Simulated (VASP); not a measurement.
## MgSi16 (a cell with a defect): relaxation of the atoms with PBE

Crystal: MgSi16 (a cell with a defect).

```xyz
17
Lattice="0.0000 5.4697 5.4697 5.4697 0.0000 5.4697 5.4697 5.4697 0.0000" Properties=species:S:1:pos:R:3 pbc="T T T"
Si    4.1023    4.1023    4.1023
Si    6.8371    6.8371    4.1023
Si    6.8371    4.1023    6.8371
Si    9.5750    6.8647    6.8511
Si    4.1023    6.8371    6.8371
Si    6.9276    9.5896    6.9336
Si    6.7907    6.7487    9.5272
Si    9.4842    9.6240    9.6278
Si    2.7348    2.7348    2.7348
Si    5.5531    5.4974    2.8206
Si    5.4214    2.6720    5.4920
Si    8.2613    5.5236    5.4786
Si    2.7073    5.5071    5.4335
Si    5.4607    8.2882    5.4825
Si    5.4653    5.4121    8.1466
Si    8.2045    8.2045    8.2045
Mg    0.0839    0.0711    0.0189
```

```json
{
 "Program": "VASP 6.6.1",
 "Task": "relaxation of the atoms",
 "Functional": "PBE",
 "Potentials or basis": "VASP PAW PBE potentials, release 64 (Si, Mg)",
 "Cutoff": "520 eV",
 "k mesh": "2 × 2 × 2",
 "Occupations": "gaussian, width 0.01 eV",
 "Spin": "no spin polarisation",
 "Dipole correction": "no",
 "Further INCAR settings": "LREAL = Auto; ALGO = Normal; EDIFF = 1e-07; IBRION = 2; EDIFFG = -0.025; NSW = 65"
}
```

```yaml
Energy_gained_by_relaxing: 53.8 meV/atom
Ionic_steps: 18
Pressure_after_relaxing: 3.4 GPa
Largest_force_after_relaxing: 0.018 eV/Å
Band_gap_on_the_k_mesh: zero (band 33 reaches 6.79 eV, above the bottom of band 34 at 6.39 eV)
```

Forces in eV/Å, atoms in the order of the input:
```
Si  -0.002  0.009  0.012
Si  -0.009 -0.002 -0.008
Si   0.009 -0.006 -0.001
Si   0.004 -0.011 -0.003
Si   0.008 -0.002  0.000
Si   0.002  0.003 -0.007
Si  -0.001  0.012  0.008
Si   0.004  0.012 -0.008
Si   0.005 -0.004  0.009
Si  -0.015 -0.009  0.000
Si   0.001 -0.005  0.001
Si  -0.006  0.006 -0.008
Si  -0.011 -0.001  0.010
Si  -0.003  0.006  0.001
Si   0.012  0.002 -0.005
Si   0.013 -0.003  0.003
Mg  -0.011 -0.006 -0.003
```

Step by step:
```
step  energy change (eV)  largest force (eV/Å)  pressure (GPa)
   1              0.0000                3.6546            4.67
   2             -0.7865                1.0431            3.42
   3             -0.7957                0.8518            3.43
   4             -0.8773                0.3229            3.34
   5             -0.8773                0.3146            3.34
   6             -0.8923                0.1385            3.34
   7             -0.8942                0.1469            3.35
   8             -0.8988                0.1172            3.35
   9             -0.9027                0.1664            3.36
  10             -0.9057                0.0954            3.36
  11             -0.9085                0.0983            3.36
  12             -0.9106                0.0739            3.37
  13             -0.9118                0.0801            3.37
  14             -0.9131                0.0397            3.37
  15             -0.9135                0.0449            3.37
  16             -0.9139                0.0318            3.37
  17             -0.9140                0.0295            3.37
  18             -0.9142                0.0178            3.37
```

Final structure:
```yaml
crystal:
  lattice:
    - [0.00000, 5.46968, 5.46968]
    - [5.46968, 0.00000, 5.46968]
    - [5.46968, 5.46968, 0.00000]
  atoms:
    - { symbol: Si, position: [0.37350, 0.37347, 0.37528] }
    - { symbol: Si, position: [0.37489, 0.37510, 0.88011] }
    - { symbol: Si, position: [0.37575, 0.87916, 0.37343] }
    - { symbol: Si, position: [0.39232, 0.87043, 0.87100] }
    - { symbol: Si, position: [0.88074, 0.37369, 0.37348] }
    - { symbol: Si, position: [0.87088, 0.39128, 0.87094] }
    - { symbol: Si, position: [0.87025, 0.86995, 0.39082] }
    - { symbol: Si, position: [0.87187, 0.87156, 0.86838] }
    - { symbol: Si, position: [0.25130, 0.24970, 0.25070] }
    - { symbol: Si, position: [0.25460, 0.25425, 0.74827] }
    - { symbol: Si, position: [0.25426, 0.74644, 0.25468] }
    - { symbol: Si, position: [0.25550, 0.74806, 0.74643] }
    - { symbol: Si, position: [0.74654, 0.25368, 0.25476] }
    - { symbol: Si, position: [0.74785, 0.25506, 0.74650] }
    - { symbol: Si, position: [0.74872, 0.74674, 0.25207] }
    - { symbol: Si, position: [0.75173, 0.75050, 0.75012] }
    - { symbol: Mg, position: [0.00161, 0.00082, 0.00040] }
```

Levels at points of the mesh, in eV from the Fermi level:
| k point | band 30 | band 31 | band 32 | band 33 | band 34 | band 35 |
| --- | --- | --- | --- | --- | --- | --- |
| (0.00, 0.00, 0.00) | -0.88 | -0.87 | -0.87 | -0.75 | -0.32 | -0.32 |
| (0.50, 0.00, 0.00) | -1.70 | -1.56 | -1.56 | 0.07 | 0.40 | 0.41 |
| (0.00, 0.50, 0.00) | -1.70 | -1.56 | -1.56 | 0.07 | 0.40 | 0.41 |
| (0.00, 0.00, 0.50) | -1.70 | -1.56 | -1.56 | 0.07 | 0.40 | 0.40 |
| (0.50, 0.50, 0.50) | -1.70 | -1.56 | -1.56 | 0.07 | 0.40 | 0.41 |
| (0.50, 0.50, 0.00) | -2.21 | -2.20 | -2.06 | 0.00 | 0.13 | 1.19 |
| (0.00, 0.50, 0.50) | -2.21 | -2.20 | -2.06 | 0.00 | 0.13 | 1.19 |
| (0.50, 0.00, 0.50) | -2.21 | -2.20 | -2.06 | 0.00 | 0.13 | 1.19 |

Run time: 19 min on 1 thread of AMD EPYC 9R45 96-Core Processor (Zen 5), with other jobs on the host, peak memory 0.52 GiB.

Caveat: the k points lie up to 0.50 Å⁻¹ apart.
